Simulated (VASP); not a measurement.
Write the native input for VASP 6.6.1 that does the following.

```yaml
Task: single point
Functional: LDA
Potentials_or_basis: VASP PAW LDA potentials, release 64 (Ca_sv, Mg)
Cutoff: 520 eV
k_mesh: 12 × 12 × 12
Occupations: gaussian, width 0.15 eV
Spin: no spin polarisation
Dipole_correction: no
Further_INCAR_settings: ALGO = Fast; EDIFF = 1e-07; NBANDS = 13
```

The structure of CaMg lies in POSCAR:

```
CaMg
1.0
    4.3797674632      0.0000000000      0.0000000000
    0.0000000000      4.3797674632      0.0000000000
    0.0000000000      0.0000000000      3.8616243500
Ca Mg
1 1
Direct
    0.0000000000      0.0000000000      0.5000000000
    0.5000000000      0.5000000000      0.0000000000
```

This cell differs from its parent crystal: strain +0.0875 x Voigt [1, 1, 0, 0, 0, 0].

One way to write it, as run:

INCAR

```
SYSTEM = CaMg
ALGO = Fast ; EDIFF = 1E-7
ENCUT = 520 ; ISIF = 2
ISMEAR = 0 ; LASPH = .True.
LCHARG = .False. ; LREAL = .False.
LWAVE = .False. ; NBANDS = 13
NELM = 80 ; PREC = Accurate
SIGMA = 0.15
```

KPOINTS

```
k-points
0
Gamma
  12 12 12
  0 0 0
```

Potentials or basis: VASP PAW LDA potentials, release 64 (Ca_sv, Mg).

Launch:

```console
$ cat potpaw_LDA.64/Ca_sv/POTCAR potpaw_LDA.64/Mg/POTCAR > POTCAR
$ mpirun -np 1 vasp_std > vasp.out
```

Results of the run:

```json
{"Pressure": "-4.6 GPa", "Band gap on the k mesh": "zero (band 6 reaches 2.29 eV, above the bottom of band 7 at 0.78 eV)"}
```

Caveat: the cell differs from its parent crystal (strain +0.0875 x Voigt [1, 1, 0, 0, 0, 0]).

Wall time 85 s on 1 thread of Intel(R) Xeon(R) 6975P-C (Granite Rapids) (shared host), peak memory 0.34 GiB.
